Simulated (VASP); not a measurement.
# Au (Pm-3m) in VASP: further runs

The runs below take Au through single point, with PBE+D4, RPBE+D4.

Everything below comes from runs of VASP 6.6.1. Logs are shortened: lines on timing, memory, paths and dates and some standing lists are left out, and cuts for length are marked.

### Step 1. The cell of the first run

Symmetry: Pm-3m, No. 221, cubic system. Conventional cell: a = 2.716 Å, b = 2.716 Å, c = 2.716 Å, α = 90.00°, β = 90.00°, γ = 90.00°. Within 3.6 Å of Au (site symmetry m-3m) lie 6 Au at 2.72 Å.

### Step 2. Single point, PBE+D4

File INCAR:

```
PREC = Accurate
ENCUT = 520
EDIFF = 1E-7
ISMEAR = -1
SIGMA = 0.05
LREAL = False
LASPH = True
NELM = 80
ALGO = Normal
ISIF = 2
LWAVE = False
LCHARG = False
GGA = PE
IVDW = 13
NBANDS = 12
```

File KPOINTS:

```
regular mesh
0
Gamma
  10 10 10
```

File POSCAR:

```
Au
1.0
    2.7157063629      0.0000000000      0.0000000000
    0.0000000000      2.7157063629      0.0000000000
    0.0000000000      0.0000000000      2.7157063629
Au
1
Direct
    0.5000000000      0.5000000000      0.5000000000
```

Potentials or basis: VASP PAW PBE potentials, release 64 (Au).

Started as:

```console
$ cat potpaw_PBE.64/Au/POTCAR > POTCAR
$ mpirun -np 1 vasp_std > vasp.out
```

OUTCAR:

```text
PREC = Accurate
   ENCUT = 520
   EDIFF = 1E-7
   ISMEAR = -1
   LREAL = False
   LASPH = True
   NELM = 80
   ISIF = 2
   GGA = PE
   IVDW = 13

 ion  position               nearest neighbor table
   1  0.500  0.500  0.500-

  LATTYP: Found a simple cubic cell.
 ALAT       =     2.7157063629

  Lattice vectors:

 A1 = (   2.7157063629,   0.0000000000,   0.0000000000)
 A2 = (   0.0000000000,   2.7157063629,   0.0000000000)
 A3 = (   0.0000000000,   0.0000000000,   2.7157063629)

Analysis of symmetry for initial positions (statically):
=====================================================================
 Subroutine PRICEL returns:
 Original cell was already a primitive cell.

 Routine SETGRP: Setting up the symmetry group for a
 simple cubic supercell.

 Subroutine GETGRP returns: Found 48 space group operations
[... 9 lines left out ...]

 Routine SETGRP: Setting up the symmetry group for a
 simple cubic supercell.

 Subroutine GETGRP returns: Found 48 space group operations
[... 11 lines left out ...]
                                     Primitive cell

  volume of cell :      20.0285

  direct lattice vectors                    reciprocal lattice vectors
     2.715706363  0.000000000  0.000000000     0.368228323  0.000000000  0.000000000
     0.000000000  2.715706363  0.000000000     0.000000000  0.368228323  0.000000000
     0.000000000  0.000000000  2.715706363     0.000000000  0.000000000  0.368228323

  length of vectors
     2.715706363  2.715706363  2.715706363     0.368228323  0.368228323  0.368228323

  position of ions in fractional coordinates (direct lattice)
     0.500000000  0.500000000  0.500000000

  ion indices of the primitive-cell ions
   primitive index   ion index
                 1           1

----------------------------------------------------------------------------------------

 KPOINTS: regular mesh

Automatic generation of k-mesh.
 Grid dimensions read from file:
 generate k-points for:   10   10   10

 Generating k-lattice:

  Cartesian coordinates                     Fractional coordinates (reciprocal lattice)
     0.036822832  0.000000000  0.000000000     0.100000000  0.000000000  0.000000000
     0.000000000  0.036822832  0.000000000     0.000000000  0.100000000  0.000000000
     0.000000000  0.000000000  0.036822832     0.000000000  0.000000000  0.100000000

  Length of vectors
     0.036822832  0.036822832  0.036822832
[... 56 lines left out ...]
   EDIFFG = 0.1E-05   stopping-criterion for IOM
   NSW    =      0    number of steps for IOM
   IBRION =     -1    ionic relax: 0-MD 1-quasi-New 2-CG
   NFREE  =      0    steps in history (QN), initial steepest desc. (CG)
   ISIF   =      2    stress and relaxation
   ISYM   =      2    0-nonsym 1-usesym 2-fastsym
   POTIM  = 0.5000    time-step for ionic-motion
   TEBEG  =    0.0;   TEEND  =   0.0 temperature during run
   PSTRESS=    0.0 pullay stress
   NELECT =      11.0000    total number of electrons
   NUPDOWN=      -1.0000    fix difference up-down
   EMIN   =  10.00;   EMAX   =-10.00  energy-range for DOS
   EFERMI =   0.00;   METHOD = LEGACY
   ISMEAR =    -1;   SIGMA  =   0.05  broadening in eV -4-tet -1-fermi 0-gaus
   EFERMI_NEDOS =   21; number of points for ismear=-14 and -15
   IALGO  =     38    algorithm
   IMIX   =      4    mixing-type and parameters
     AMIX     =   0.40;   BMIX     =  1.00
     AMIX_MAG =   1.60;   BMIX_MAG =  1.00
  volume/ion in A,a.u.               =      20.03       135.16
  Fermi-wavevector in a.u.,A,eV,Ry     =   1.340673  2.533505 24.455173  1.797405
  Thomas-Fermi vector in A             =   2.468967
   LORBIT       =      0    0 simple, 1 ext, 2 COOP (PROOUT), +10 PAW based schemes
   GGA     = PE    functional components
   LHFCALC =     F    Hartree Fock is set to
   AEXX    =    0.0000 exact exchange contribution
   IVDW    =    13    specifies the selected vdW correction
   LEPSILON=     F    determine dielectric tensor
   LRPA    =     F    only Hartree local field effects (RPA)
 non-spin polarized calculation
  energy-cutoff  :      520.00
  volume of cell :       20.03
 maximum number of plane-waves:       554
   NGX = 11   NGY = 11   NGZ = 11

 number of electron      10.9999997 magnetization

 Free energy of the ion-electron system (eV)
  ---------------------------------------------------
  ext. energy  EPLUGINS =         0.00000000
  ---------------------------------------------------
  free energy    TOTEN  =        -3.00323673 eV

  energy without entropy =       -2.99951307  energy(sigma->0) =       -3.00137490

 E-fermi :   6.7439     XC(G=0): -11.6290

 val. band max:        6.6381553155   @ k =   0.4000   0.3000   0.0000
 cond. band min:       6.7936664367   @ k =   0.5000   0.1000   0.0000
 fundamental gap:      0.1555111213
 Fermi energy:         6.7439070900

 k-point     1 :       0.0000    0.0000    0.0000
  band No.  band energies     occupation
      1      -1.2946      2.00000
      2       0.9059      2.00000
      3       0.9059      2.00000
      4       5.3200      2.00000
      5       5.3200      2.00000
      6       5.3200      2.00000
      7      20.7928      0.00000
      8      20.7928      0.00000
      9      20.7928      0.00000
     10      25.7786      0.00000
     11      28.2536      0.00000
     12      28.2536      0.00000
[... 331 lines left out ...]
 k-point    24 :       0.3000    0.1000    0.1000
  band No.  band energies     occupation
      1       0.7207      2.00000
      2       1.4903      2.00000
      3       2.9430      2.00000
      4       4.0786      2.00000
      5       4.3942      2.00000
      6       5.0974      2.00000
      7      13.7778      0.00000
      8      21.5169      0.00000
      9      22.2015      0.00000
     10      25.8919      0.00000
     11      28.6585      0.00000
     12      31.2390      0.00000

 [... further k-points ...]

------------------------ aborting loop because EDIFF is reached ----------------------------------------

  DFT-D4 for vdW energy calculation

  Edisp (eV):   -0.59200

  FORCE on cell =-STRESS in cart. coord.  units (eV):
  Direction    XX          YY          ZZ          XY          YZ          ZX
  --------------------------------------------------------------------------------------
  -------------------------------------------------------------------------------------
  Total      -0.02022    -0.02022    -0.02022     0.00000     0.00000     0.00000
  in kB      -1.61722    -1.61722    -1.61722     0.00000     0.00000     0.00000
  external pressure =       -1.62 kB  Pullay stress =        0.00 kB

 VOLUME and BASIS-vectors are now :
 -----------------------------------------------------------------------------
  energy-cutoff  :      520.00
  volume of cell :       20.03
      direct lattice vectors                 reciprocal lattice vectors
     2.715706363  0.000000000  0.000000000     0.368228323  0.000000000  0.000000000
     0.000000000  2.715706363  0.000000000     0.000000000  0.368228323  0.000000000
     0.000000000  0.000000000  2.715706363     0.000000000  0.000000000  0.368228323

 POSITION                                       TOTAL-FORCE (eV/Angst)
 -----------------------------------------------------------------------------------
      1.35785      1.35785      1.35785         0.000000      0.000000      0.000000
 -----------------------------------------------------------------------------------
    total drift:                               -0.000000      0.000000     -0.000000

  FREE ENERGIE OF THE ION-ELECTRON SYSTEM (eV)
  ---------------------------------------------------
  free  energy   TOTEN  =        -3.5952371340 eV

  energy  without entropy=       -3.5915134709  energy(sigma->0) =       -3.59337530
```

stdout:

```text
POSCAR found type information on POSCAR Au
 POSCAR found :  1 types and       1 ions
 scaLAPACK will be used
 LDA part: xc-table for (Slater+PW92), standard interpolation
 POSCAR, INCAR and KPOINTS ok, starting setup
 FFT: planning ... GRIDC
 FFT: planning ... GRID_SOFT
 FFT: planning ... GRID
 WAVECAR not read
 entering main loop
```

It took 8.1 s on 1 thread of Intel Xeon 6975P-C, shared host; peak memory 0.13 GiB.

Results:

- Free energy: -3.5952 eV
- Pressure: -0.2 GPa
- Dispersion energy per atom: -0.592 eV

Caveat: spin-orbit coupling is left out, which moves the levels of the heavy elements; pairwise dispersion overbinds metals, which lowers pressure and volume.

### Step 3. Single point, RPBE+D4

This run uses another cell than the first one, of 19.86 Å³/atom, 0.992 times its volume.

File INCAR:

```
SYSTEM = Au
PREC = Accurate
ENCUT = 520
EDIFF = 1E-7
ISMEAR = -1
SIGMA = 0.05
LREAL = .False.
LASPH = .True.
NELM = 80
ALGO = Fast
ISIF = 2
LWAVE = .False.
LCHARG = .False.
GGA = RP
IVDW = 13
NBANDS = 12
```

File KPOINTS:

```
regular mesh
0
Gamma
  10 10 10
  0 0 0
```

File POSCAR:

```
Au
1.0
    2.7080209513      0.0000000000      0.0000000000
    0.0000000000      2.7080209513      0.0000000000
    0.0000000000      0.0000000000      2.7080209513
Au
1
Direct
    0.5000000000      0.5000000000      0.5000000000
```

Potentials or basis: VASP PAW PBE potentials, release 64 (Au).

Started as:

```console
$ cat potpaw_PBE.64/Au/POTCAR > POTCAR
$ mpirun -np 1 vasp_std > vasp.out
```

Wall time 9.2 s (1 thread of Intel Xeon 6975P-C, shared host); peak memory 0.13 GiB.

The run converged. Its results:

* Free energy: -3.5665 eV
* Pressure: -0.2 GPa
* Dispersion energy per atom: -1.147 eV

Levels at points of the mesh, in eV from the Fermi level:
```csv
k point,band 1,band 2,band 3,band 4,band 5,band 6,band 7,band 8,band 9,band 10
"(0.00, 0.00, 0.00)",-8.09,-5.92,-5.92,-1.46,-1.46,-1.46,14.12,14.12,14.12,19.15
"(0.50, 0.00, 0.00)",-5.95,-5.49,-2.99,-2.99,-1.31,-0.57,2.25,16.39,18.68,19.41
"(0.50, 0.50, 0.00)",-5.88,-5.11,-2.72,-2.72,-0.23,3.87,3.87,6.83,11.72,20.72
"(0.50, 0.50, 0.50)",-5.16,-5.16,-5.16,-0.13,-0.13,8.66,8.66,8.66,10.12,12.93
```

Caveat: the PAW data sets were made with another functional, which shifts forces and pressure a little; spin-orbit coupling is left out, which moves the levels of the heavy elements; pairwise dispersion overbinds metals, which lowers pressure and volume.
